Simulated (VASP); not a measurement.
# Sb: electric field gradients with PBE

Crystal: Sb.

```
Sb
1.0
     2.12909    1.22923    3.74400
    -2.12909    1.22923    3.74400
     0.00000   -2.45847    3.74400
Sb
2
Cartesian
  0.0000 0.0000 2.6242
  0.0000 0.0000 8.6078
```

This cell differs from its parent crystal: equal xx and yy strain of -1 %.

```
Program                : VASP 6.6.1
Task                   : electric field gradients
Functional             : PBE
Potentials or basis    : VASP PAW PBE potentials, release 64 (Sb)
Cutoff                 : 520 eV
k mesh                 : 9 × 9 × 9
Occupations            : fermi-dirac, width 0.05 eV
Spin                   : no spin polarisation
Dipole correction      : no
Further INCAR settings : ALGO = Normal; EDIFF = 1e-08; NBANDS = 12
```

```
Pressure                                : 4.6 GPa
Largest force                           : 0.353 eV/Å
Band gap on the k mesh                  : zero (bands 5 and 6 overlap by 0.01 eV)
Largest electric field gradient by atom : Sb -42.8 V/Å²
```

Forces on the atoms (eV/Å):
```
Sb   0.000  0.000  0.353
Sb   0.000  0.000 -0.353
```

Stress tensor (GPa, compression positive):
```
5.03 0.00 0.00
0.00 5.03 0.00
0.00 0.00 3.86
```

Levels at points of the mesh, in eV from the Fermi level:
```csv
k point,band 1,band 2,band 3,band 4,band 5,band 6,band 7,band 8,band 9,band 10
"(0.00, 0.00, 0.00)",-12.98,-4.69,-2.23,-1.85,-1.85,2.05,2.70,2.70,5.06,5.06
```

Electric field gradients, principal values (V/Å²):
```tsv
atom	least	middle	greatest (by size)
1 Sb	21.394	21.394	-42.788
2 Sb	21.394	21.394	-42.788
```

It took 100 s on 1 thread of Intel Xeon 8259CL (shared host), peak memory 0.22 GiB.

Caveat: the cell differs from its parent crystal (equal xx and yy strain of -1 %); the cell stands under pressure; without QUAD_EFG the Cq values of the log hold for a quadrupole moment of 1 mb, not for the nuclei; spin-orbit coupling is left out, which moves the levels of the heavy elements.
